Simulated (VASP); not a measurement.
# Se (P3_121) in VASP: a series of runs, part 3 of 3

VASP 6.6.1.

## Step 6: Electric field gradients, LDA (27.81 Å³/atom)

This run uses another cell than the first one, of 27.81 Å³/atom.

INCAR reads:

```
PREC     = Accurate       # precision mode
ENCUT    = 520            # plane-wave cutoff, eV
EDIFF    = 1E-8           # SCF threshold, eV
ISMEAR   = -1             # smearing method
SIGMA    = 0.03           # smearing width, eV
LREAL    = False          # projectors in reciprocal space
LASPH    = True           # aspherical terms in the spheres
NELM     = 100            # most SCF steps
ALGO     = Normal         # electronic algorithm
ISIF     = 2              # what is computed and relaxed
LWAVE    = False          # write WAVECAR
LCHARG   = False          # write CHGCAR
LEFG     = True         
NBANDS   = 16             # bands
```

KPOINTS reads:

```
regular mesh
0
Gamma
  6 6 5
```

POSCAR reads:

```
Se
1.0
    4.3951160230      0.0000000000      0.0000000000
   -2.1975580116      3.8062821286      0.0000000000
    0.0000000000      0.0000000000      4.9864062541
Se
3
Direct
    0.2254000000      0.0000000000      0.3333333333
    0.0000000000      0.2254000000      0.6666666667
    0.7746000000      0.7746000000      0.0000000000
```

Potentials or basis: VASP PAW LDA potentials, release 64 (Se).

The run is started by

```
cat potpaw_LDA.64/Se/POTCAR > POTCAR
mpirun -np 1 vasp_std > vasp.out
```

OUTCAR:

```text
PREC = Accurate
   ENCUT = 520
   EDIFF = 1E-8
   ISMEAR = -1
   LREAL = False
   LASPH = True
   NELM = 100
   ISIF = 2

 ion  position               nearest neighbor table
   1  0.225  0.000  0.333-   3 2.39   2 2.39
   2  0.000  0.225  0.667-   3 2.39   1 2.39
   3  0.775  0.775  0.000-   1 2.39   2 2.39

  LATTYP: Found a hexagonal cell.
 ALAT       =     4.3951160230
 C/A-ratio  =     1.1345334749

  Lattice vectors:

 A1 = (   4.3951160230,   0.0000000000,   0.0000000000)
 A2 = (  -2.1975580116,   3.8062821286,   0.0000000000)
 A3 = (   0.0000000000,   0.0000000000,   4.9864062541)

Analysis of symmetry for initial positions (statically):
=====================================================================
 Subroutine PRICEL returns:
 Original cell was already a primitive cell.

 Routine SETGRP: Setting up the symmetry group for a
 hexagonal supercell.

 Subroutine GETGRP returns: Found  6 space group operations
 (whereof  2 operations were pure point group operations)
 out of a pool of 24 trial point group operations.

The static configuration has the point symmetry C_2 .
 The point group associated with its full space group is D_3 .

Analysis of symmetry for dynamics (positions and initial velocities):
=====================================================================
 Subroutine PRICEL returns:
 Original cell was already a primitive cell.

 Routine SETGRP: Setting up the symmetry group for a
 hexagonal supercell.

 Subroutine GETGRP returns: Found  6 space group operations
 (whereof  2 operations were pure point group operations)
[... 162 lines left out ...]
      1     -13.2586      2.00000
      2      -9.2516      2.00000
      3      -9.2516      2.00000
      4      -1.3375      2.00000
      5      -1.3375      2.00000
      6      -1.2424      2.00000
[... 433 lines left out ...]
      3      -7.8079      2.00000
      4      -2.7905      2.00000
      5      -1.9237      2.00000
      6      -1.3352      2.00000
[... 8 lines left out ...]
     15      10.2207      0.00000
     16      10.6329      0.00000

 [... further k-points ...]
[... 5 lines left out ...]
  --------------------------------------------------------------------------------------
  -------------------------------------------------------------------------------------
  Total       -1.2387614     -1.2387614     -0.8319101      0.0000000      0.0000000      0.0000000
  in kB      -23.7924551    -23.7924551    -15.9782048      0.0000000      0.0000000      0.0000000
  external PRESSURE =     -21.1877050 kB  Pullay stress =       0.0000000 kB

 VOLUME and BASIS-vectors are now :
 -----------------------------------------------------------------------------
  energy-cutoff  :      520.00
  volume of cell :       83.42
      direct lattice vectors                 reciprocal lattice vectors
     4.395116023  0.000000000  0.000000000     0.227525279  0.131361781  0.000000000
    -2.197558012  3.806282129  0.000000000     0.000000000  0.262723562  0.000000000
     0.000000000  0.000000000  4.986406254     0.000000000  0.000000000  0.200545232

 POSITION                                       TOTAL-FORCE (eV/Angst)
 -----------------------------------------------------------------------------------
      0.99066      0.00000      1.66214         0.061828     -0.000000     -0.000000
     -0.49533      0.85794      3.32427        -0.030914      0.053544      0.000000
      1.70223      2.94835      0.00000        -0.030914     -0.053544      0.000000
 -----------------------------------------------------------------------------------
    total drift:                                0.000002      0.000003     -0.000000

  FREE ENERGIE OF THE ION-ELECTRON SYSTEM (eV)
  ---------------------------------------------------
  free  energy   TOTEN  =       -12.3076715983 eV

  energy  without entropy=      -12.3076715981  energy(sigma->0) =      -12.30767160

 Electric field gradients (V/A^2)
---------------------------------------------------------------------
 ion       V_xx      V_yy      V_zz      V_xy      V_xz      V_yz
---------------------------------------------------------------------
   1     168.617  -337.235   168.618     0.000    -0.000   328.639
   2    -210.772    42.154   168.618  -219.040  -284.610  -164.319
   3    -210.772    42.154   168.619   219.040   284.610  -164.319
---------------------------------------------------------------------

 Electric field gradients after diagonalization (V/A^2)
 (convention: |V_zz| > |V_xx| > |V_yy|)
----------------------------------------------------------------------
 ion       V_xx      V_yy      V_zz     asymmetry (V_yy - V_xx)/ V_zz
----------------------------------------------------------------------
   1     330.391   168.617  -499.007       0.324
   2     330.391   168.617  -499.007       0.324
   3     330.391   168.617  -499.008       0.324
----------------------------------------------------------------------

           NMR quadrupolar parameters

 Cq : quadrupolar parameter    Cq=e*Q*V_zz/h
 eta: asymmetry parameters     (V_yy - V_xx)/ V_zz
 Q  : nuclear electric quadrupole moment in mb (millibarn)
----------------------------------------------------------------------
 ion       Cq(MHz)       eta       Q (mb)
----------------------------------------------------------------------
   1      -1.207       0.324       1.000
   2      -1.207       0.324       1.000
   3      -1.207       0.324       1.000
----------------------------------------------------------------------
```

OSZICAR:

```text
N       E                     dE             d eps       ncg     rms          rms(c)
DAV:   1     0.782382155679E+02    0.78238E+02   -0.70423E+03   864   0.922E+02
DAV:   2    -0.713293966861E+01   -0.85371E+02   -0.81024E+02  1160   0.151E+02
DAV:   3    -0.123959390691E+02   -0.52630E+01   -0.52472E+01  1064   0.429E+01
DAV:   4    -0.124348969911E+02   -0.38958E-01   -0.38953E-01  1136   0.437E+00
DAV:   5    -0.124351790333E+02   -0.28204E-03   -0.28204E-03  1096   0.363E-01    0.705E+00
DAV:   6    -0.123439097458E+02    0.91269E-01   -0.40513E-02  1056   0.118E+00    0.431E+00
DAV:   7    -0.123085242309E+02    0.35386E-01   -0.78347E-02  1024   0.159E+00    0.198E-01
DAV:   8    -0.123076447249E+02    0.87951E-03   -0.84821E-03   952   0.556E-01    0.936E-02
DAV:   9    -0.123076719623E+02   -0.27237E-04   -0.26548E-04  1184   0.101E-01    0.261E-02
DAV:  10    -0.123076713185E+02    0.64381E-06   -0.19569E-05  1024   0.273E-02    0.612E-03
DAV:  11    -0.123076717436E+02   -0.42507E-06   -0.29096E-06  1176   0.942E-03    0.364E-03
DAV:  12    -0.123076715966E+02    0.14695E-06   -0.42145E-07  1056   0.390E-03    0.573E-04
DAV:  13    -0.123076715983E+02   -0.16818E-08   -0.76883E-08  1184   0.147E-03
   1 F= -.12307672E+02 E0= -.12307672E+02  d E =-.178111E-09
```

stdout:

```text
POSCAR found type information on POSCAR Se
 POSCAR found :  1 types and       3 ions
 scaLAPACK will be used
 LDA part: xc-table for (Slater(with rela. corr.)+CA(PZ))
 , standard interpolation
 POSCAR, INCAR and KPOINTS ok, starting setup
 FFT: planning ... GRIDC
 FFT: planning ... GRID_SOFT
 FFT: planning ... GRID
 WAVECAR not read
 entering main loop
ion   1

ion   2
     0.0000499     3.3543549     2.4404534    -2.1184456     4.2269893     1.9366377
     0.0000687     3.3543549     2.4404534    -2.1184456     4.2269892     1.9366377
     0.0000946     3.3543549     2.4404534    -2.1184456     4.2269892     1.9366377
     0.0001302     3.3543548     2.4404533    -2.1184456     4.2269891     1.9366377

     0.0000499   200.5561383   150.3552300  -133.5593157   260.4228975   115.7911404
     0.0000687   200.5512918   150.3515907  -133.5560826   260.4165940   115.7883423
     0.0000946   200.5434358   150.3456918  -133.5508422   260.4063769   115.7838066
     0.0001302   200.5307650   150.3361778  -133.5423907   260.3898982   115.7764911

ion   3
     0.0000499    -3.3543549     2.4404534    -2.1184456    -4.2269893     1.9366377
     0.0000687    -3.3543549     2.4404534    -2.1184456    -4.2269892     1.9366377
     0.0000946    -3.3543549     2.4404534    -2.1184456    -4.2269892     1.9366377
     0.0001302    -3.3543548     2.4404533    -2.1184456    -4.2269891     1.9366377

     0.0000499  -200.5561384   150.3552300  -133.5593157  -260.4228975   115.7911404
     0.0000687  -200.5512918   150.3515907  -133.5560826  -260.4165941   115.7883423
     0.0000946  -200.5434359   150.3456918  -133.5508422  -260.4063769   115.7838066
     0.0001302  -200.5307651   150.3361778  -133.5423907  -260.3898982   115.7764911
```

Run time: 53 s. Hardware: 1 thread of Intel Xeon 8259CL, shared host; peak memory 0.18 GiB.

Results:

```yaml
Free_energy: -12.3077 eV
Pressure: -2.1 GPa
Largest_force: 0.062 eV/Å
Band_gap_on_the_k_mesh: 1.19 eV (least direct gap 1.38 eV)
Largest_electric_field_gradient_by_atom: Se -499.0 V/Å²
```

Forces in eV/Å, atoms in the order of the input:
```
Se   0.062  0.000  0.000
Se  -0.031  0.054  0.000
Se  -0.031 -0.054  0.000
```

Stress tensor (GPa, compression positive):
```
-2.38  0.00  0.00
 0.00 -2.38  0.00
 0.00  0.00 -1.60
```

Levels at points of the mesh, in eV from the valence-band top:
```csv
k point,band 5,band 6,band 7,band 8,band 9,band 10,band 11,band 12,band 13,band 14
"(0.00, 0.00, 0.00)",-3.69,-3.60,-1.87,-1.87,-0.27,1.87,1.87,2.18,5.94,6.45
"(0.50, 0.00, 0.00)",-4.54,-3.28,-2.77,-1.64,-0.86,1.92,2.32,4.06,5.25,7.54
```

Electric field gradients, principal values (V/Å²):
| atom | least | middle | greatest (by size) |
| --- | --- | --- | --- |
| 1 Se | 168.617 | 330.391 | -499.007 |
| 2 Se | 168.617 | 330.391 | -499.007 |
| 3 Se | 168.617 | 330.391 | -499.008 |

Caveat: without QUAD_EFG the Cq values of the log hold for a quadrupole moment of 1 mb, not for the nuclei; an odd mesh through Γ misses points on the zone boundary, where band edges can lie.

## Step 7: The runs side by side

```csv
cell,gap on the mesh (eV),pressure (GPa),largest force (eV/Å)
"a = 4.352, b = 4.352, c = 4.937 Å, angles 90.0, 90.0, 120.0°, 3 atoms",1.18,-0.5,0.37
"a = 4.366, b = 4.366, c = 5.003 Å, angles 90.0, 90.0, 120.0°, 3 atoms",1.20,-1.8,0.15
"a = 4.395, b = 4.395, c = 4.986 Å, angles 90.0, 90.0, 120.0°, 3 atoms",1.19,-2.1,0.06
```

Alike in all rows: task electric field gradients; level LDA; potentials or basis VASP PAW LDA potentials, release 64 (Se); no spin polarisation; k mesh 6 × 6 × 5; cutoff (eV) 520; smearing fermi-dirac 0.03 eV.

Caveats: an odd mesh through Γ misses points on the zone boundary, where band edges can lie.

Absolute energies hang on the potentials; compare differences alone.
